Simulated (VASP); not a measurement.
Here is a VASP 6.6.1 calculation.

INCAR

```
PREC = Accurate
ENCUT = 520
EDIFF = 1E-6
ISMEAR = -1
SIGMA = 0.05
LREAL = False
LASPH = True
NELM = 60
ALGO = Normal
ISIF = 2
LWAVE = False
LCHARG = False
GGA = PE
NBANDS = 10
```

Contents of KPOINTS:

```
regular mesh
0
Gamma
  10 10 10
```

The input POSCAR:

```
Cs
1.0
    0.0000000000      2.9709614953      2.9709614953
    2.9709614953      0.0000000000      2.9709614953
    2.9709614953      2.9709614953      0.0000000000
Cs
1
Direct
    0.0000000000      0.0000000000      0.0000000000
```

Potentials or basis: VASP PAW PBE potentials, release 64 (Cs_sv).

Launch:

```bash
$ cat potpaw_PBE.64/Cs_sv/POTCAR > POTCAR
$ mpirun -np 1 vasp_std > vasp.out
```

(1) Predict the pressure.

(2) What does it give for the band gap on the k mesh?

Answers

(1) 4.7 GPa.

(2) zero (an odd number of electrons rules out a gap without spin polarisation).

Caveat: the cell stands under pressure; spin-orbit coupling is left out, which moves the levels of the heavy elements.
